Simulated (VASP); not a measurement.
Crystal: KCl.

```
CELL_PARAMETERS angstrom
0.00000 3.50728 3.50728
3.50728 0.00000 3.50728
3.50728 3.50728 0.00000
ATOMIC_POSITIONS crystal
K 0.00000 0.00000 0.00000
Cl 0.25000 0.25000 0.25000
```

Base run:

| Item | Value |
| --- | --- |
| Program | VASP 6.6.1 |
| Functional | PBE |
| Potentials or basis | VASP PAW PBE potentials, release 64 (K_sv, Cl) |
| Cutoff | 520 eV |
| k mesh | 6 × 6 × 6 |
| Occupations | gaussian, width 0.01 eV |
| Spin | no spin polarisation |

Its results: band gap on the k mesh 4.77 eV, indirect (least direct gap 4.81 eV); pressure 0.3 GPa.

**Question.** The run is repeated on the same cell with these changes: functional from PBE to r2SCAN. What comes out?

**Answer.** Band gap on the k mesh 5.35 eV, indirect (least direct gap 5.39 eV); pressure 0.0 GPa.

r2SCAN gives the wider gap, since meta-GGAs in the generalised Kohn-Sham scheme recover part of the derivative discontinuity.

Caveats: the PAW data sets were made with another functional, which shifts forces and pressure a little (some runs).

A k mesh can miss the band edges.
